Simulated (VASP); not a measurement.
A run of VASP 6.6.1 is set up as follows.

Contents of INCAR:

```
ALGO = Normal ; EDIFF = 1E-6
ENCUT = 520 ; GGA = PE
ISIF = 2 ; ISMEAR = 0
IVDW = 12 ; LASPH = True
LCHARG = False ; LREAL = False
LWAVE = False ; NBANDS = 20
NELM = 60 ; PREC = Accurate
SIGMA = 0.05
```

File KPOINTS:

```
k-points
0
Gamma
  12 12 12
```

Contents of POSCAR:

```
SnO2
1.0
    1.6170930752      0.9242928311      4.8005925840
   -1.6170930752      0.9242928311      4.8005925840
    0.0000000000     -1.8485856621      4.8005925840
Sn O
1 2
Direct
    0.5000000000      0.5000000000      0.5000000000
    0.2371700000      0.2371700000      0.2371700000
    0.7628300000      0.7628300000      0.7628300000
```

Potentials or basis: VASP PAW PBE potentials, release 64 (Sn_d, O).

The run is started by

```sh
$ cat potpaw_PBE.64/Sn_d/POTCAR potpaw_PBE.64/O/POTCAR > POTCAR
$ mpirun -np 1 vasp_std > vasp.out
```

Q: What does it give for the band gap on the k mesh?

A: 2.00 eV (least direct gap 2.14 eV).

Q: Predict the largest force.

A: 0.024 eV/Å.

Forces in eV/Å, atoms in the order of the input:
```
Sn   0.000  0.000  0.000
O    0.000 -0.011  0.022
O    0.000  0.011 -0.022
```

Caveat: the cell differs from its parent crystal (strain -0.0100 x Voigt [0, 1, 0, 0, 0, 0]); spin-orbit coupling is left out, which moves the levels of the heavy elements. A k mesh can miss the band edges.
